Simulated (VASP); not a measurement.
# SnO2 (P4_2/mnm) in VASP: further runs, part 3 of 3

VASP 6.6.1. Earlier steps stand in the parts before.

## 6. Single point, PBE (equal xx and yy strain of -1 %)

Contents of INCAR:

```
ALGO = Normal ; EDIFF = 1E-7
ENCUT = 520 ; GGA = PE
ISIF = 2 ; ISMEAR = -1
LASPH = True ; LCHARG = False
LREAL = False ; LWAVE = False
NBANDS = 35 ; NELM = 60
PREC = Accurate ; SIGMA = 0.03
```

Contents of KPOINTS:

```
k-points
0
Gamma
  4 4 6
```

Contents of POSCAR:

```
SnO2
1.0
    4.6899765000      0.0000000000      0.0000000000
    0.0000000000      4.6899765000      0.0000000000
    0.0000000000      0.0000000000      3.1864000000
Sn O
2 4
Direct
    0.0000000000      0.0000000000      0.0000000000
    0.5000000000      0.5000000000      0.5000000000
    0.3056200000      0.3056200000      0.0000000000
    0.1943800000      0.8056200000      0.5000000000
    0.6943800000      0.6943800000      0.0000000000
    0.8056200000      0.1943800000      0.5000000000
```

Potentials or basis: VASP PAW PBE potentials, release 64 (Sn_d, O).

Run with:

```console
cat potpaw_PBE.64/Sn_d/POTCAR potpaw_PBE.64/O/POTCAR > POTCAR
mpirun -np 1 vasp_std > vasp.out
```

OUTCAR:

```text
EDIFF = 1E-7
   ENCUT = 520
   GGA = PE
   ISIF = 2
   ISMEAR = -1
   LASPH = True
   LREAL = False
   NELM = 60
   PREC = Accurate

 ion  position               nearest neighbor table
   1  0.000  0.000  0.000-   3 2.03   5 2.03   4 2.05   6 2.05   4 2.05   6 2.05   2 3.68   2 3.68
                             2 3.68   2 3.68   2 3.68   2 3.68   2 3.68   2 3.68
   2  0.500  0.500  0.500-   4 2.03   6 2.03   5 2.05   3 2.05   3 2.05   5 2.05   1 3.68   1 3.68
                             1 3.68   1 3.68   1 3.68   1 3.68   1 3.68   1 3.68
   3  0.306  0.306  0.000-   1 2.03   2 2.05   2 2.05
   4  0.194  0.806  0.500-   2 2.03   1 2.05   1 2.05
   5  0.694  0.694  0.000-   1 2.03   2 2.05   2 2.05
   6  0.806  0.194  0.500-   2 2.03   1 2.05   1 2.05

  LATTYP: Found a simple tetragonal cell.
 ALAT       =     4.6899765000
 C/A-ratio  =     0.6794063893

  Lattice vectors:

 A1 = (   4.6899765000,   0.0000000000,   0.0000000000)
 A2 = (   0.0000000000,   4.6899765000,   0.0000000000)
 A3 = (   0.0000000000,   0.0000000000,   3.1864000000)

Analysis of symmetry for initial positions (statically):
=====================================================================
 Subroutine PRICEL returns:
 Original cell was already a primitive cell.

 Routine SETGRP: Setting up the symmetry group for a
 simple tetragonal supercell.

 Subroutine GETGRP returns: Found 16 space group operations
 (whereof  8 operations were pure point group operations)
 out of a pool of 16 trial point group operations.

The static configuration has the point symmetry D_2h.
 The point group associated with its full space group is D_4h.

Analysis of symmetry for dynamics (positions and initial velocities):
=====================================================================
 Subroutine PRICEL returns:
 Original cell was already a primitive cell.

 Routine SETGRP: Setting up the symmetry group for a
[... 134 lines left out ...]
     AMIX_MAG =   1.60;   BMIX_MAG =  1.00
  volume/ion in A,a.u.               =      11.68        78.83
  Fermi-wavevector in a.u.,A,eV,Ry     =   1.482047  2.800663 29.884710  2.196464
  Thomas-Fermi vector in A             =   2.595882
   LORBIT       =      0    0 simple, 1 ext, 2 COOP (PROOUT), +10 PAW based schemes
   GGA     = PE    functional components
   LHFCALC =     F    Hartree Fock is set to
   AEXX    =    0.0000 exact exchange contribution
   IVDW    =     0    specifies the selected vdW correction
   LEPSILON=     F    determine dielectric tensor
   LRPA    =     F    only Hartree local field effects (RPA)
 non-spin polarized calculation
  energy-cutoff  :      520.00
  volume of cell :       70.09
 maximum number of plane-waves:      1920
 NGX is ok and might be reduce to    36
   NGX = 17   NGY = 17   NGZ = 11

 number of electron      51.9999983 magnetization

 Free energy of the ion-electron system (eV)
  ---------------------------------------------------
  ext. energy  EPLUGINS =         0.00000000
  ---------------------------------------------------
  free energy    TOTEN  =       -37.04557686 eV

  energy without entropy =      -37.04557686  energy(sigma->0) =      -37.04557686

 E-fermi :   7.0441     XC(G=0): -11.3735

 val. band max:        6.3929381288   @ k =   0.0000   0.0000   0.0000
 cond. band min:       7.8436937884   @ k =   0.0000   0.0000   0.0000
 fundamental gap:      1.4507556596
 Fermi energy:         7.0441080596

 k-point     1 :       0.0000    0.0000    0.0000
  band No.  band energies     occupation
      1     -14.7531      2.00000
      2     -13.8891      2.00000
      3     -13.6187      2.00000
      4     -13.5926      2.00000
      5     -13.5926      2.00000
      6     -13.5529      2.00000
[... 901 lines left out ...]
     34      17.7799      0.00000
     35      19.7346      0.00000

------------------------ aborting loop because EDIFF is reached ----------------------------------------

  FORCE on cell =-STRESS in cart. coord.  units (eV):
  Direction    XX          YY          ZZ          XY          YZ          ZX
  --------------------------------------------------------------------------------------
  -------------------------------------------------------------------------------------
  Total        6.8083098      6.8083098      7.4441300      0.0000000      0.0000000      0.0000000
  in kB      155.6353566    155.6353566    170.1699635      0.0000000      0.0000000      0.0000000
  external PRESSURE =     160.4802256 kB  Pullay stress =       0.0000000 kB

 VOLUME and BASIS-vectors are now :
 -----------------------------------------------------------------------------
  energy-cutoff  :      520.00
  volume of cell :       70.09
      direct lattice vectors                 reciprocal lattice vectors
     4.689976500  0.000000000  0.000000000     0.213220685  0.000000000  0.000000000
     0.000000000  4.689976500  0.000000000     0.000000000  0.213220685  0.000000000
     0.000000000  0.000000000  3.186400000     0.000000000  0.000000000  0.313833794

 POSITION                                       TOTAL-FORCE (eV/Angst)
 -----------------------------------------------------------------------------------
      0.00000      0.00000      0.00000         0.000000      0.000000      0.000000
      2.34499      2.34499      1.59320         0.000000      0.000000      0.000000
      1.43335      1.43335      0.00000        -0.043605     -0.043605     -0.000000
      0.91164      3.77834      1.59320         0.043605     -0.043605     -0.000000
      3.25663      3.25663      0.00000         0.043605      0.043605      0.000000
      3.77834      0.91164      1.59320        -0.043605      0.043605      0.000000
 -----------------------------------------------------------------------------------
    total drift:                                0.000000      0.000000      0.000000

  FREE ENERGIE OF THE ION-ELECTRON SYSTEM (eV)
  ---------------------------------------------------
  free  energy   TOTEN  =       -37.0455768632 eV

  energy  without entropy=      -37.0455768632  energy(sigma->0) =      -37.04557686
```

OSZICAR:

```text
N       E                     dE             d eps       ncg     rms          rms(c)
DAV:   1     0.635581539681E+03    0.63558E+03   -0.25648E+04  1869   0.233E+03
DAV:   2     0.593773639315E+02   -0.57620E+03   -0.54526E+03  1808   0.618E+02
DAV:   3    -0.383209500949E+02   -0.97698E+02   -0.96235E+02  1849   0.211E+02
DAV:   4    -0.432318445728E+02   -0.49109E+01   -0.48798E+01  2134   0.508E+01
DAV:   5    -0.433566435872E+02   -0.12480E+00   -0.12461E+00  2119   0.853E+00    0.163E+01
DAV:   6    -0.369528963965E+02    0.64037E+01   -0.17574E+01  2615   0.635E+01    0.639E+00
DAV:   7    -0.370730125974E+02   -0.12012E+00   -0.20656E+00  1959   0.800E+00    0.326E+00
DAV:   8    -0.370513171748E+02    0.21695E-01   -0.15635E-01  2369   0.438E+00    0.762E-01
DAV:   9    -0.370448325866E+02    0.64846E-02   -0.33693E-02  2737   0.308E+00    0.133E-01
DAV:  10    -0.370454494904E+02   -0.61690E-03   -0.37724E-03  1988   0.435E-01    0.647E-02
DAV:  11    -0.370455794529E+02   -0.12996E-03   -0.21954E-04  2193   0.109E-01    0.134E-02
DAV:  12    -0.370455777081E+02    0.17448E-05   -0.13350E-05  2193   0.304E-02    0.606E-03
DAV:  13    -0.370455770830E+02    0.62511E-06   -0.27591E-06  2260   0.353E-02    0.196E-03
DAV:  14    -0.370455769536E+02    0.12940E-06   -0.61620E-07  2080   0.653E-03    0.123E-03
DAV:  15    -0.370455768632E+02    0.90370E-07   -0.32555E-08  1201   0.310E-03
   1 F= -.37045577E+02 E0= -.37045577E+02  d E =-.536568E-11
```

stdout:

```text
POSCAR found type information on POSCAR SnO
 POSCAR found :  2 types and       6 ions
 scaLAPACK will be used
 LDA part: xc-table for (Slater+PW92), standard interpolation
 POSCAR, INCAR and KPOINTS ok, starting setup
 FFT: planning ... GRIDC
 FFT: planning ... GRID_SOFT
 FFT: planning ... GRID
 WAVECAR not read
 entering main loop
```

Wall time 20 s (1 thread of Intel Xeon 6975P-C (Granite Rapids), shared host); peak memory 0.19 GiB.

Results:

| Property | Result |
| --- | --- |
| Free energy | -37.0456 eV |
| Pressure | 16.0 GPa |
| Largest force | 0.062 eV/Å |
| Band gap on the k mesh | 1.45 eV, direct |

Forces in eV/Å, atoms in the order of the input:
```
Sn   0.000  0.000  0.000
Sn   0.000  0.000  0.000
O   -0.044 -0.044  0.000
O    0.044 -0.044  0.000
O    0.044  0.044  0.000
O   -0.044  0.044  0.000
```

Caveat: the cell differs from its parent crystal (equal xx and yy strain of -1 %); spin-orbit coupling is left out, which moves the levels of the heavy elements.

## 7. Summary

```csv
cell,gap on the mesh (eV),pressure (GPa),largest force (eV/Å)
"a = 4.643, b = 4.643, c = 3.186 Å, 6 atoms",1.67,21.1,0.05
"a = 4.785, b = 4.785, c = 3.186 Å, 6 atoms",1.05,7.4,0.02
"a = 4.879, b = 4.879, c = 3.186 Å, 6 atoms",0.69,0.5,0.08
"a = 4.595, b = 4.595, c = 3.186 Å, 6 atoms",1.90,26.6,0.02
"a = 4.690, b = 4.690, c = 3.186 Å, 6 atoms",1.45,16.0,0.06
```

Alike in all rows: task single point; level PBE; potentials or basis VASP PAW PBE potentials, release 64 (Sn_d, O); no spin polarisation; k mesh 4 × 4 × 6; cutoff (eV) 520; smearing fermi-dirac 0.03 eV.

Caveats: spin-orbit coupling is left out, which moves the levels of the heavy elements.

Total energies depend on the potentials used, so only differences within one code and one set of settings carry meaning.
